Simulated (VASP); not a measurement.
ZnO, 2 atoms in the cell. Symmetry: P4/mmm, No. 123, tetragonal system. Conventional cell: a = 2.788 Å, b = 2.788 Å, c = 3.141 Å, α = 90.00°, β = 90.00°, γ = 90.00°. Within 3.3 Å of Zn (site symmetry 4/mmm) lie 8 O at 2.52 Å and 6 Zn at 2.79 to 3.14 Å. Within 3.3 Å of O (site symmetry 4/mmm) lie 8 Zn at 2.52 Å and 6 O at 2.79 to 3.14 Å. 

```yaml
Program: VASP 6.6.1
Task: relaxation of cell and atoms
Functional: PBE
Potentials_or_basis: VASP PAW PBE potentials, release 64 (Zn, O)
Cutoff: 600 eV
k_mesh: 6 × 6 × 6
Occupations: gaussian, width 0.1 eV
Spin: no spin polarisation
Dipole_correction: no
Further_INCAR_settings: ALGO = Normal; EDIFF = 1e-06; IBRION = 2; EDIFFG = -0.04; NSW = 90; ISIF = 3
```

Potentials or basis: VASP PAW PBE potentials, release 64 (Zn, O).

Run with:

```sh
$ cat potpaw_PBE.64/Zn/POTCAR potpaw_PBE.64/O/POTCAR > POTCAR
$ mpirun -np 1 vasp_std > vasp.out
```

Hardware: 1 thread of Intel Xeon 6975P-C, on a shared host.

**Question.** Estimate the wall time of this run.

**Answer.** Wall time 42 s on 1 thread of Intel Xeon 6975P-C, with other jobs on the host, peak memory 0.15 GiB. Counts: scf iterations 51, k points 40, ion steps 7.
